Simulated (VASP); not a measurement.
Input of a VASP 6.6.1 run:

The input INCAR:

```
PREC = Accurate
ENCUT = 520
EDIFF = 1E-7
ISMEAR = 0
SIGMA = 0.05
LREAL = F
LASPH = T
NELM = 150
ALGO = Fast
ISIF = 2
LWAVE = F
LCHARG = T
ISPIN = 2
MAGMOM = 0 0 0 0 0 0 0 0 1
LORBIT = 11
LDIPOL = T
IDIPOL = 3
DIPOL = 0.5 0.5 0.330
GGA = PE
LELF = T
LVHAR = T
LVACPOTAV = T
NBANDS = 30
```

File KPOINTS:

```
Automatic mesh
0
Gamma
  9 6 1
```

POSCAR

```
Si4HC4
1.0
    3.0967389835      0.0000000000      0.0000000000
    0.0000000000      4.3794502696      0.0000000000
    0.0000000000      0.0000000000     20.1332068409
Si C H
4 4 1
Direct
    0.5000000000      0.5000000000      0.1986767449
    0.0000000000      0.0000000000      0.2755829975
    0.5000000000      0.4971399929      0.3554907356
    0.0000000000      0.9498903522      0.4168952508
    0.0000000000      0.2500000000      0.1986767449
    0.5000000000      0.7500000000      0.2755829975
    0.0000000000      0.2559423736      0.3541649052
    0.5000000000      0.7547379257      0.4288043583
    1.0000000000      1.4214045924      0.4677527955
```

Potentials or basis: VASP PAW PBE potentials, release 64 (Si, C, H).

The run is started by

```console
$ cat potpaw_PBE.64/Si/POTCAR potpaw_PBE.64/C/POTCAR potpaw_PBE.64/H/POTCAR > POTCAR
$ mpirun -np 1 vasp_std > vasp.out
```

(1) What does it give for the site moments?

(2) Predict the largest force.

(3) What does it give for the net moment?

Results:

(1) Si -0.03, +0.00, +0.01 (each value once); C +0.07, +0.00, +0.03, +0.04; H +0.08 μB.

(2) 3.074 eV/Å.

(3) 0.42 μB per cell.

Caveat: a moment this small can come from the mesh or the smearing.
